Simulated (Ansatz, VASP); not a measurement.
One calculation of HgTe, two programs

```
CELL_PARAMETERS angstrom
0.00000 3.20187 3.20187
3.20187 0.00000 3.20187
3.20187 3.20187 0.00000
ATOMIC_POSITIONS crystal
Hg 0.00000 0.00000 0.00000
Te 0.75000 0.75000 0.75000
```

Change from the starting cell: volume scaled by 0.98.

Alike in both runs: task single point; functional PBE; k mesh 11 × 11 × 11; occupations fermi-dirac, width 0.03 eV; no spin polarisation.

```csv
,VASP,Ansatz
version,VASP 6.6.1,Ansatz 0.2.0
potentials or method,"VASP PAW PBE potentials, release 64 (Hg, Te), cutoff 520 eV","all-electron LAPW, scalar-relativistic"
```

Ansatz gave:

- pressure (GPa): 5.2

Estimate VASP's values.

pressure (GPa): 5.3.

Ansatz ran all-electron here, and VASP with PAW potentials.

Neither program's run includes spin-orbit coupling.
